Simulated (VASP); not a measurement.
# HfN (zincblende type) (F-43m) in VASP: notebook, part 2 of 2

VASP 6.6.1.

**4. Relaxation of cell and atoms, PBE**

This run uses another cell than the first one, of 13.72 Å³/atom, 0.924 times its volume.

File INCAR:

```
SYSTEM = HfN
PREC     = Accurate       ! precision mode
ENCUT    = 600            ! plane-wave cutoff, eV
EDIFF    = 1E-6           ! SCF threshold, eV
ISMEAR   = -1             ! smearing method
SIGMA    = 0.08           ! smearing width, eV
LREAL    = .False.        ! projectors in reciprocal space
LASPH    = .True.         ! aspherical terms in the spheres
NELM     = 80             ! most SCF steps
ALGO     = Normal         ! electronic algorithm
ISIF     = 3              ! what is computed and relaxed
LWAVE    = .False.        ! write WAVECAR
LCHARG   = .False.        ! write CHGCAR
GGA      = PE             ! functional
IBRION   = 2              ! ionic algorithm
NSW      = 60             ! ionic steps
EDIFFG   = -0.005         ! ionic threshold
```

File KPOINTS:

```
regular mesh
0
Gamma
  14 14 14
  0 0 0
```

File POSCAR:

```
HfN
1.0
    0.0000000000      2.3940192008      2.3940192008
    2.3940192008      0.0000000000      2.3940192008
    2.3940192008      2.3940192008      0.0000000000
Hf N
1 1
Direct
    0.0000000000      0.0000000000      0.0000000000
    0.2500000000      0.2500000000      0.2500000000
```

Potentials or basis: VASP PAW PBE potentials, release 64 (Hf_pv, N).

Command:

```
$ cat potpaw_PBE.64/Hf_pv/POTCAR potpaw_PBE.64/N/POTCAR > POTCAR
$ mpirun -np 1 vasp_std > vasp.out
```

OUTCAR:

```text
SYSTEM = HfN
   PREC = Accurate
   ENCUT = 600
   EDIFF = 1E-6
   ISMEAR = -1
   LREAL = .False.
   LASPH = .True.
   NELM = 80
   ISIF = 3
   GGA = PE
   IBRION = 2
   NSW = 60
   EDIFFG = -0.005

 ion  position               nearest neighbor table
   1  0.000  0.000  0.000-   2 2.07   2 2.07   2 2.07   2 2.07
   2  0.250  0.250  0.250-   1 2.07   1 2.07   1 2.07   1 2.07

  LATTYP: Found a face centered cubic cell.
 ALAT       =     4.7880384016

  Lattice vectors:

 A1 = (   0.0000000000,   2.3940192008,   2.3940192008)
 A2 = (   2.3940192008,   0.0000000000,   2.3940192008)
 A3 = (   2.3940192008,   2.3940192008,   0.0000000000)

Analysis of symmetry for initial positions (statically):
=====================================================================
 Subroutine PRICEL returns:
 Original cell was already a primitive cell.

 Routine SETGRP: Setting up the symmetry group for a
 face centered cubic supercell.

 Subroutine GETGRP returns: Found 24 space group operations
 (whereof 24 operations were pure point group operations)
 out of a pool of 48 trial point group operations.

The static configuration has the point symmetry T_d .

Analysis of symmetry for dynamics (positions and initial velocities):
=====================================================================
 Subroutine PRICEL returns:
 Original cell was already a primitive cell.

 Routine SETGRP: Setting up the symmetry group for a
 face centered cubic supercell.

 Subroutine GETGRP returns: Found 24 space group operations
 (whereof 24 operations were pure point group operations)
 out of a pool of 48 trial point group operations.

The dynamic configuration has the point symmetry T_d .

 Subroutine INISYM returns: Found 24 space group operations
 (whereof 24 operations are pure point group operations),
 and found     1 'primitive' translations

----------------------------------------------------------------------------------------

                                     Primitive cell

  volume of cell :      27.4418

  direct lattice vectors                    reciprocal lattice vectors
     0.000000000  2.394019201  2.394019201    -0.208853797  0.208853797  0.208853797
     2.394019201  0.000000000  2.394019201     0.208853797 -0.208853797  0.208853797
     2.394019201  2.394019201  0.000000000     0.208853797  0.208853797 -0.208853797

  length of vectors
     3.385654422  3.385654422  3.385654422     0.361745388  0.361745388  0.361745388

  position of ions in fractional coordinates (direct lattice)
     0.000000000  0.000000000  0.000000000
     0.250000000  0.250000000  0.250000000

  ion indices of the primitive-cell ions
   primitive index   ion index
                 1           1
                 2           2

----------------------------------------------------------------------------------------

 KPOINTS: regular mesh

Automatic generation of k-mesh.
 Grid dimensions read from file:
 generate k-points for:   14   14   14

[... 57 lines left out ...]
   ISPIN  =      1    spin polarized calculation?
   LNONCOLLINEAR =      F non collinear calculations
   LSORBIT =      F    spin-orbit coupling
   LASPH  =      T    aspherical Exc in radial PAW
   ENCUT  =  600.0 eV  44.10 Ry    6.64 a.u.   6.76  6.76  6.76*2*pi/ulx,y,z
   NELM   =     80;   NELMIN=  2; NELMDL= -5     # of ELM steps
   EDIFF  = 0.1E-05   stopping-criterion for ELM
   LREAL  =      F    real-space projection
   EDIFFG = -.5E-02   stopping-criterion for IOM
   NSW    =     60    number of steps for IOM
   IBRION =      2    ionic relax: 0-MD 1-quasi-New 2-CG
   NFREE  =      1    steps in history (QN), initial steepest desc. (CG)
   ISIF   =      3    stress and relaxation
   ISYM   =      2    0-nonsym 1-usesym 2-fastsym
   POTIM  = 0.5000    time-step for ionic-motion
   TEBEG  =    0.0;   TEEND  =   0.0 temperature during run
   PSTRESS=    0.0 pullay stress
   NELECT =      15.0000    total number of electrons
   NUPDOWN=      -1.0000    fix difference up-down
   EMIN   =  10.00;   EMAX   =-10.00  energy-range for DOS
   EFERMI =   0.00;   METHOD = LEGACY
   ISMEAR =    -1;   SIGMA  =   0.08  broadening in eV -4-tet -1-fermi 0-gaus
   EFERMI_NEDOS =   21; number of points for ismear=-14 and -15
   IALGO  =     38    algorithm
   IMIX   =      4    mixing-type and parameters
     AMIX     =   0.40;   BMIX     =  1.00
     AMIX_MAG =   1.60;   BMIX_MAG =  1.00
  volume/ion in A,a.u.               =      13.72        92.59
  Fermi-wavevector in a.u.,A,eV,Ry     =   1.338549  2.529491 24.377743  1.791714
  Thomas-Fermi vector in A             =   2.467011
   LORBIT       =      0    0 simple, 1 ext, 2 COOP (PROOUT), +10 PAW based schemes
   GGA     = PE    functional components
   LHFCALC =     F    Hartree Fock is set to
   AEXX    =    0.0000 exact exchange contribution
   IVDW    =     0    specifies the selected vdW correction
   LEPSILON=     F    determine dielectric tensor
   LRPA    =     F    only Hartree local field effects (RPA)
 conjugate gradient relaxation of ions
 non-spin polarized calculation
  energy-cutoff  :      600.00
  volume of cell :       27.44
 maximum number of plane-waves:       941
   NGX = 13   NGY = 13   NGZ = 13

--------------------------------------- Ionic step        1  -------------------------------------------

 number of electron      15.0000000 magnetization

 Free energy of the ion-electron system (eV)
  ---------------------------------------------------
  ext. energy  EPLUGINS =         0.00000000
  ---------------------------------------------------
  free energy    TOTEN  =       -21.12467744 eV

  energy without entropy =      -21.11253697  energy(sigma->0) =      -21.11860720

------------------------ aborting loop because EDIFF is reached ----------------------------------------

  FORCE on cell =-STRESS in cart. coord.  units (eV):
  Direction    XX          YY          ZZ          XY          YZ          ZX
  --------------------------------------------------------------------------------------
  -------------------------------------------------------------------------------------
  Total        2.8579168      2.8579168      2.8579168      0.0000000      0.0000000      0.0000000
  in kB      166.8580927    166.8580927    166.8580927      0.0000000      0.0000000      0.0000000
  external PRESSURE =     166.8580927 kB  Pullay stress =       0.0000000 kB
[... 89 lines left out ...]
  FREE ENERGIE OF THE ION-ELECTRON SYSTEM (eV)
  ---------------------------------------------------
  free  energy   TOTEN  =       -21.2264810240 eV

  energy  without entropy=      -21.2130345491  energy(sigma->0) =      -21.21975779

[... ionic steps 4 to 13 ...]

--------------------------------------- Ionic step       14  -------------------------------------------

 number of electron      15.0000001 magnetization

------------------------ aborting loop because EDIFF is reached ----------------------------------------
[... 67 lines left out ...]
--------------------------------------- Ionic step       16  -------------------------------------------

 number of electron      15.0000001 magnetization

 Free energy of the ion-electron system (eV)
  ---------------------------------------------------
  ext. energy  EPLUGINS =         0.00000000
  ---------------------------------------------------
  free energy    TOTEN  =       -21.22661395 eV

  energy without entropy =      -21.21322454  energy(sigma->0) =      -21.21991924

 E-fermi :   5.8212     XC(G=0): -11.2310

 val. band max:        5.7686264248   @ k =  -0.0714   0.0714   0.0000
 cond. band min:       5.8330821417   @ k =  -0.2857   0.2857   0.0714
 fundamental gap:      0.0644557169
 Fermi energy:         5.8212244892

 k-point     1 :       0.0000    0.0000    0.0000
  band No.  band energies     occupation
      1     -25.3261      2.00000
      2     -25.3261      2.00000
      3     -25.3261      2.00000
      4     -10.3916      2.00000
      5       0.3223      2.00000
      6       0.3223      2.00000
      7       0.3223      2.00000
      8       5.0626      1.99985
      9       8.0399      0.00000
     10       8.0399      0.00000
     11      12.3821      0.00000
[... 309 lines left out ...]
 k-point    24 :       0.2857    0.1429    0.0000
  band No.  band energies     occupation
      1     -25.5701      2.00000
      2     -25.3870      2.00000
      3     -25.3844      2.00000
      4      -9.6922      2.00000
      5      -0.5453      2.00000
      6       0.8305      2.00000
      7       0.9020      2.00000
      8       6.3307      0.00342
      9       7.8355      0.00000
     10       8.4819      0.00000
     11      11.5390      0.00000

 [... further k-points ...]
[... 5 lines left out ...]
  --------------------------------------------------------------------------------------
  -------------------------------------------------------------------------------------
  Total        0.0083891      0.0083891      0.0083891      0.0000000      0.0000000      0.0000000
  in kB        0.4552639      0.4552639      0.4552639      0.0000000      0.0000000      0.0000000
  external PRESSURE =       0.4552639 kB  Pullay stress =       0.0000000 kB
[... 17 lines left out ...]
  FREE ENERGIE OF THE ION-ELECTRON SYSTEM (eV)
  ---------------------------------------------------
  free  energy   TOTEN  =       -21.2266139475 eV

  energy  without entropy=      -21.2132245378  energy(sigma->0) =      -21.21991924

 reached required accuracy - stopping structural energy minimisation
```

Wall time 2.3 min (1 thread of Intel Xeon 6975P-C, shared host); peak memory 0.21 GiB.

What came out:

```
Free energy                            : -21.2266 eV
Relaxed volume                         : 14.76 Å³/atom
Relaxed cell                           : a = 3.469 Å, b = 3.469 Å, c = 3.469 Å, α = 60.00°, β = 60.00°, γ = 60.00°
Space group after relaxing (to 0.05 Å) : F-43m (No. 216)
Energy gained by relaxing              : 51.0 meV/atom
Ionic steps                            : 16
Pressure after relaxing                : 0.0 GPa
```

Step by step:
```csv
step,energy change (eV),largest force (eV/Å),pressure (GPa),volume (Å³)
1,0.0000,0.0000,16.69,27.44
2,0.1613,0.0000,-18.97,33.52
3,-0.1018,0.0000,-0.51,29.61
4,-0.1019,0.0000,-0.06,29.54
5,-0.1019,0.0000,0.23,29.50
6,-0.1019,0.0000,0.23,29.50
7,-0.1019,0.0000,0.24,29.50
8,-0.1019,0.0000,0.20,29.50
9,-0.1019,0.0000,0.19,29.50
10,-0.1019,0.0000,0.19,29.50
11,-0.1019,0.0000,0.19,29.50
12,-0.1019,0.0000,0.19,29.50
13,-0.1019,0.0000,0.19,29.50
14,-0.1019,0.0000,0.19,29.51
15,-0.1019,0.0000,0.14,29.51
16,-0.1019,0.0000,0.05,29.52
```

Final structure:
```
CELL_PARAMETERS angstrom
0.00000 2.45308 2.45308
2.45308 0.00000 2.45308
2.45308 2.45308 0.00000
ATOMIC_POSITIONS crystal
Hf 0.00000 0.00000 0.00000
N 0.25000 0.25000 0.25000
```

Levels at points of the mesh, in eV from the Fermi level:
```csv
k point,band 4,band 5,band 6,band 7,band 8,band 9,band 10,band 11
"(0.00, 0.00, 0.00)",-16.21,-5.50,-5.50,-5.50,-0.76,2.22,2.22,6.56
"(0.50, 0.00, 0.00)",-15.13,-5.75,-4.91,-4.91,1.50,2.71,2.71,4.23
"(0.50, 0.50, 0.00)",-14.76,-6.93,-3.65,-3.65,-1.17,2.16,4.02,4.64
```

Caveat: spin-orbit coupling is left out, which moves the levels of the heavy elements.
